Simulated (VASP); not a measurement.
The system is MnHg.

```
Hg Mn
1.0
    -3.32500    0.00000   -3.32500
     0.00000   -3.32500    0.00000
    -3.32500    0.00000    3.32500
Hg Mn
2 2
Direct
  0.00000 0.00000 0.00000
  0.50000 0.00000 0.50000
  0.00000 0.50000 0.50000
  0.50000 0.50000 0.00000
```

Base run:

* Program: VASP 6.6.1
* Functional: LDA
* Potentials or basis: VASP PAW LDA potentials, release 64 (Hg, Mn_pv)
* Cutoff: 520 eV
* k mesh: 6 × 8 × 6
* Occupations: fermi-dirac, width 0.1 eV
* Spin: collinear spin
* Starting moments: [0.0, 0.0, 0.0, 4.5] μB

Its results: pressure -16.3 GPa; net moment 3.77 μB per cell; site moments Hg +0.00; Mn -0.15, +3.74 μB.

Task: The run is repeated on the same cell with these changes: spin from collinear spin to collinear spin, antiferromagnetic start; moments at the start from [0.0, 0.0, 0.0, 4.5] to [0.0, 0.0, 6.3, -6.3]. What comes out?

Result: Pressure -9.3 GPa; net moment 0.00 μB per cell; site moments Hg +0.00; Mn +3.66, -3.66 μB.

Caveats: the cell stands under tension.
